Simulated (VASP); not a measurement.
Input of a VASP 6.6.1 run:

The input INCAR:

```
SYSTEM = Hf2Ti2Ge3
  PREC = Accurate
  ENCUT = 520
  EDIFF = 1E-6
  ISMEAR = 0
  SIGMA = 0.2
  LREAL = .False.
  LASPH = .True.
  NELM = 100
  ALGO = Fast
  ISIF = 2
  LWAVE = .False.
  LCHARG = .True.
  GGA = PE
  LELF = .True.
  LVHAR = .True.
  NBANDS = 52
```

File KPOINTS:

```
regular mesh
0
Gamma
  3 3 4
  0 0 0
```

Contents of POSCAR:

```
Hf2Ti2Ge3
1.0
    6.3192876200      0.0000000000      0.0000000000
   -3.1596438100      5.4726636127      0.0000000000
    0.0000000000      0.0000000000      5.1065249557
Hf Ti Ge
2 2 3
Direct
    0.6666666667      0.3333333333      0.2509043758
    0.6666666667      0.3333333333      0.7490956242
    0.3333333333      0.6666666667      0.5000000000
    0.3333333333      0.6666666667      0.0000000000
    0.1260965410      0.8739034590      0.5000000000
    0.1260965410      0.2521930821      0.5000000000
    0.7478069179      0.8739034590      0.5000000000
```

Potentials or basis: VASP PAW PBE potentials, release 64 (Hf_pv, Ti_sv, Ge_d).

The run is started by

```bash
$ cat potpaw_PBE.64/Hf_pv/POTCAR potpaw_PBE.64/Ti_sv/POTCAR potpaw_PBE.64/Ge_d/POTCAR > POTCAR
$ mpirun -np 1 vasp_std > vasp.out
```

Question: Estimate the largest force.

Answer: 0.037 eV/Å.

Question: Predict the band gap on the k mesh.

Answer: Zero (band 43 reaches 4.54 eV, above the bottom of band 44 at 3.95 eV).

Question: Estimate the pressure.

Answer: -0.1 GPa.

Stress tensor (GPa, compression positive):
```
-0.15  0.00  0.00
 0.00 -0.15  0.00
 0.00  0.00  0.11
```

Caveat: the k points lie up to 0.38 Å⁻¹ apart; spin-orbit coupling is left out, which moves the levels of the heavy elements.
